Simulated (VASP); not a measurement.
# InGaAs2 (P-4m2) in VASP: further runs

The runs below take InGaAs2 through single point, with r2SCAN.

Everything below comes from runs of VASP 6.6.1. Logs are shortened: lines on timing, memory, paths and dates and some standing lists are left out, and cuts for length are marked.

## Step 1: The cell of the first run

The structure is tetragonal, space group P-4m2 (No. 115). Conventional cell: a = 4.460 Å, b = 4.460 Å, c = 5.350 Å, α = 90.00°, β = 90.00°, γ = 90.00°. In (site symmetry -4m2) has 4 As at 2.65 Å within 3.5 Å. Ga (site symmetry -4m2) has 4 As at 2.55 Å within 3.4 Å. Within 3.4 Å of As (site symmetry 2mm) lie 2 Ga at 2.55 Å and 2 In at 2.65 Å.

## Step 2: Single point, r2SCAN

File POSCAR:

```
InGaAs2
1.0
    4.4601951544      0.0000000000      0.0000000000
    0.0000000000      4.4601951544      0.0000000000
    0.0000000000      0.0000000000      5.3499374317
In Ga As
1 1 2
Direct
    0.0000000000      0.0000000000      0.5000000000
    0.5000000000      0.5000000000      0.0000000000
    0.5000000000      0.0000000000      0.7684750000
    0.0000000000      0.5000000000      0.2315250000
```

File INCAR.step1:

```
PREC = Accurate
ENCUT = 520
ISMEAR = 0
SIGMA = 0.03
LREAL = F
LASPH = T
NELM = 100
NBANDS = 26
GGA = PE
ALGO = Normal
EDIFF = 1E-4
LWAVE = T
LCHARG = F
```

File INCAR.step2:

```
PREC = Accurate
ENCUT = 520
EDIFF = 1E-7
ISMEAR = 0
SIGMA = 0.03
LREAL = F
LASPH = T
NELM = 100
ALGO = Normal
ISIF = 2
LWAVE = F
LCHARG = F
METAGGA = R2SCAN
LMIXTAU = T
NBANDS = 26
ISTART = 1
```

File KPOINTS:

```
regular mesh
0
Gamma
  10 10 6
```

Potentials or basis: VASP PAW PBE potentials, release 64 (In_d, Ga_d, As).

Command:

```
$ cat potpaw_PBE.64/In_d/POTCAR potpaw_PBE.64/Ga_d/POTCAR potpaw_PBE.64/As/POTCAR > POTCAR
$ cp INCAR.step1 INCAR
$ mpirun -np 1 vasp_std > vasp.out
$ cp INCAR.step2 INCAR
$ mpirun -np 1 vasp_std > vasp.out
```

OUTCAR:

```text
PREC = Accurate
   ENCUT = 520
   EDIFF = 1E-7
   ISMEAR = 0
   LREAL = F
   LASPH = T
   NELM = 100
   ISIF = 2
   METAGGA = R2SCAN
   ISTART = 1

 ion  position               nearest neighbor table
   1  0.000  0.000  0.500-   3 2.65   4 2.65   4 2.65   3 2.65
   2  0.500  0.500  0.000-   3 2.55   4 2.55   3 2.55   4 2.55
   3  0.500  0.000  0.768-   2 2.55   2 2.55   1 2.65   1 2.65
   4  0.000  0.500  0.232-   2 2.55   2 2.55   1 2.65   1 2.65

  LATTYP: Found a simple tetragonal cell.
 ALAT       =     4.4601951544
 C/A-ratio  =     1.1994850554

  Lattice vectors:

 A1 = (   4.4601951544,   0.0000000000,   0.0000000000)
 A2 = (   0.0000000000,   4.4601951544,   0.0000000000)
 A3 = (   0.0000000000,   0.0000000000,   5.3499374317)

Analysis of symmetry for initial positions (statically):
=====================================================================
 Subroutine PRICEL returns:
 Original cell was already a primitive cell.

 Routine SETGRP: Setting up the symmetry group for a
 simple tetragonal supercell.

 Subroutine GETGRP returns: Found  8 space group operations
 (whereof  8 operations were pure point group operations)
 out of a pool of 16 trial point group operations.

The static configuration has the point symmetry D_2d.

Analysis of symmetry for dynamics (positions and initial velocities):
=====================================================================
 Subroutine PRICEL returns:
 Original cell was already a primitive cell.

 Routine SETGRP: Setting up the symmetry group for a
 simple tetragonal supercell.

 Subroutine GETGRP returns: Found  8 space group operations
 (whereof  8 operations were pure point group operations)
 out of a pool of 16 trial point group operations.

The dynamic configuration has the point symmetry D_2d.

 Subroutine INISYM returns: Found  8 space group operations
 (whereof  8 operations are pure point group operations),
 and found     1 'primitive' translations

----------------------------------------------------------------------------------------

                                     Primitive cell

  volume of cell :     106.4281

[... 82 lines left out ...]
 SYSTEM =  unknown system
   PREC   = accura    normal or accurate (medium, high low for compatibility)
   ISTART =      1    job   : 0-new  1-cont  2-samecut
   ICHARG =      0    charge: 1-file 2-atom 10-const
   ISPIN  =      1    spin polarized calculation?
   LNONCOLLINEAR =      F non collinear calculations
   LSORBIT =      F    spin-orbit coupling
   LASPH  =      T    aspherical Exc in radial PAW
   ENCUT  =  520.0 eV  38.22 Ry    6.18 a.u.   8.29  8.29  9.95*2*pi/ulx,y,z
   NELM   =    100;   NELMIN=  2; NELMDL=  0     # of ELM steps
   EDIFF  = 0.1E-06   stopping-criterion for ELM
   LREAL  =      F    real-space projection
   EDIFFG = 0.1E-05   stopping-criterion for IOM
   NSW    =      0    number of steps for IOM
   IBRION =     -1    ionic relax: 0-MD 1-quasi-New 2-CG
   NFREE  =      0    steps in history (QN), initial steepest desc. (CG)
   ISIF   =      2    stress and relaxation
   ISYM   =      2    0-nonsym 1-usesym 2-fastsym
   POTIM  = 0.5000    time-step for ionic-motion
   TEBEG  =    0.0;   TEEND  =   0.0 temperature during run
   PSTRESS=    0.0 pullay stress
   NELECT =      36.0000    total number of electrons
   NUPDOWN=      -1.0000    fix difference up-down
   EMIN   =  10.00;   EMAX   =-10.00  energy-range for DOS
   EFERMI =   0.00;   METHOD = LEGACY
   ISMEAR =     0;   SIGMA  =   0.03  broadening in eV -4-tet -1-fermi 0-gaus
   EFERMI_NEDOS =   21; number of points for ismear=-14 and -15
   IALGO  =     38    algorithm
   IMIX   =      4    mixing-type and parameters
     AMIX     =   0.40;   BMIX     =  1.00
     AMIX_MAG =   1.60;   BMIX_MAG =  1.00
  volume/ion in A,a.u.               =      26.61       179.55
  Fermi-wavevector in a.u.,A,eV,Ry     =   1.140662  2.155538 17.702664  1.301109
  Thomas-Fermi vector in A             =   2.277363
   LORBIT       =      0    0 simple, 1 ext, 2 COOP (PROOUT), +10 PAW based schemes
   METAGGA = R2SCAN    functional components
   LHFCALC =     F    Hartree Fock is set to
   AEXX    =    0.0000 exact exchange contribution
   IVDW    =     0    specifies the selected vdW correction
   LEPSILON=     F    determine dielectric tensor
   LRPA    =     F    only Hartree local field effects (RPA)
 non-spin polarized calculation
 Gauss-broadening in eV      SIGMA  =   0.03
  energy-cutoff  :      520.00
  volume of cell :      106.43
 maximum number of plane-waves:      2900
 NGX is ok and might be reduce to    36
   NGX = 17   NGY = 17   NGZ = 19

 number of electron      35.9999996 magnetization

 Free energy of the ion-electron system (eV)
  ---------------------------------------------------
  ext. energy  EPLUGINS =         0.00000000
  ---------------------------------------------------
  free energy    TOTEN  =       -64.73075277 eV

  energy without entropy =      -64.73075222  energy(sigma->0) =      -64.73075249

 E-fermi :   3.6671     XC(G=0):  -9.6882

 val. band max:        3.5938278479   @ k =   0.1000   0.0000   0.0000
 cond. band min:       3.7320323256   @ k =   0.0000   0.0000   0.0000
 fundamental gap:      0.1382044777
 Fermi energy:         3.6671030486

 k-point     1 :       0.0000    0.0000    0.0000
  band No.  band energies     occupation
      1     -11.7913      2.00000
      2     -11.7565      2.00000
      3     -11.7565      2.00000
      4     -11.7445      2.00000
      5     -11.6642      2.00000
      6     -11.3390      2.00000
[... 685 lines left out ...]
     25      10.7528      0.00000
     26      11.1476      0.00000

 [... further k-points ...]
[... 5 lines left out ...]
  --------------------------------------------------------------------------------------
  -------------------------------------------------------------------------------------
  Total       -3.0952625     -3.0952625      0.8948970      0.0000000      0.0000000      0.0000000
  in kB      -46.5963221    -46.5963221     13.4718489      0.0000000      0.0000000      0.0000000
  external PRESSURE =     -26.5735984 kB  Pullay stress =       0.0000000 kB

 VOLUME and BASIS-vectors are now :
 -----------------------------------------------------------------------------
  energy-cutoff  :      520.00
  volume of cell :      106.43
      direct lattice vectors                 reciprocal lattice vectors
     4.460195154  0.000000000  0.000000000     0.224205436  0.000000000  0.000000000
     0.000000000  4.460195154  0.000000000     0.000000000  0.224205436  0.000000000
     0.000000000  0.000000000  5.349937432     0.000000000  0.000000000  0.186918074

 POSITION                                       TOTAL-FORCE (eV/Angst)
 -----------------------------------------------------------------------------------
      0.00000      0.00000      2.67497        -0.000000      0.000000      0.000000
      2.23010      2.23010      0.00000         0.000000     -0.000000      0.000000
      2.23010      0.00000      4.11129        -0.000000      0.000000      0.107983
      0.00000      2.23010      1.23864        -0.000000      0.000000     -0.107983
 -----------------------------------------------------------------------------------
    total drift:                                0.000000      0.000000      0.000000

  FREE ENERGIE OF THE ION-ELECTRON SYSTEM (eV)
  ---------------------------------------------------
  free  energy   TOTEN  =       -64.7307527658 eV

  energy  without entropy=      -64.7307522157  energy(sigma->0) =      -64.73075249
```

Run time: 11 min. Hardware: 1 thread of Intel Xeon 6975P-C, shared host; peak memory 0.41 GiB.

Results:

```
Free energy            : -64.7308 eV
Pressure               : -2.7 GPa
Largest force          : 0.108 eV/Å
Band gap on the k mesh : 0.14 eV, indirect (least direct gap 0.38 eV)
```

Forces on the atoms (eV/Å):
```
In   0.000  0.000  0.000
Ga   0.000  0.000  0.000
As   0.000  0.000  0.108
As   0.000  0.000 -0.108
```

Caveat: the PAW data sets were made with another functional, which shifts forces and pressure a little; spin-orbit coupling is left out, which moves the levels of the heavy elements.

(Part 1 of 2 ends here.)
